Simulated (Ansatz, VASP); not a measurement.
**One calculation of H, two programs**

```
CELL_PARAMETERS angstrom
2.01500 0.00000 0.00000
-1.00750 1.74504 0.00000
0.00000 0.00000 3.23700
ATOMIC_POSITIONS crystal
H 0.33333 0.66667 0.25000
H 0.66667 0.33333 0.75000
```

Alike in both runs: task electric field gradients; functional r2SCAN; k mesh 13 × 13 × 7; occupations fermi-dirac, width 0.03 eV; no spin polarisation.

|  | VASP | Ansatz |
| --- | --- | --- |
| version | VASP 6.6.1 | Ansatz 0.2.0 |
| potentials or method | VASP PAW PBE potentials, release 64 (H) | PAW with Ansatz's default frozen-core files, scalar-relativistic |
| plane-wave cutoff (eV) | 440 | 500 |
| valence electrons in the cell | 2 | 2 |

```tsv
	VASP	Ansatz	Ansatz less VASP
pressure (GPa)	-25.2	-24.6	+0.56
traceless stress, the component that is largest in VASP (GPa)	-4.02	-4.01	+0.007
size of Vzz on the site where it differs most (V/Å²)	0.2	0.2	0.00
```

VASP's potentials were made for PBE, not for r2SCAN. The functional is the same, so the differences come from potentials, cutoffs and numerics.
